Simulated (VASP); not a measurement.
Crystal: BP.

```
P B
1.0
     0.00000    2.26900    2.26900
     2.26900    0.00000    2.26900
     2.26900    2.26900    0.00000
P B
1 1
Direct
  0.75000 0.75000 0.75000
  0.00000 0.00000 0.00000
```

```yaml
Program: VASP 6.6.1
Task: relaxation of cell and atoms
Functional: PBE
Dispersion: D4
Potentials_or_basis: VASP PAW PBE potentials, release 64 (P, B)
Cutoff: 600 eV
k_mesh: 10 × 10 × 10
Occupations: fermi-dirac, width 0.05 eV
Spin: no spin polarisation
```

At the start: pressure -3.9 GPa; volume 11.68 Å³/atom.

How do energy, volume and symmetry change on relaxing?

Over 3 steps the energy falls by 3.5 meV/atom and the volume is 11.40 Å³/atom (-2.4 %); space group F-43m (No. 216, to 0.05 Å).

Step by step:
```tsv
step	energy change (eV)	largest force (eV/Å)	pressure (GPa)	volume (Å³)
1	0.0000	0.0000	-3.91	23.36
2	-0.0031	0.0000	3.11	22.41
3	-0.0069	0.0000	0.01	22.81
```

Final structure:
```
P B
1.0
     0.00000    2.25091    2.25091
     2.25091    0.00000    2.25091
     2.25091    2.25091    0.00000
P B
1 1
Direct
  0.75000 0.75000 0.75000
  0.00000 0.00000 0.00000
```
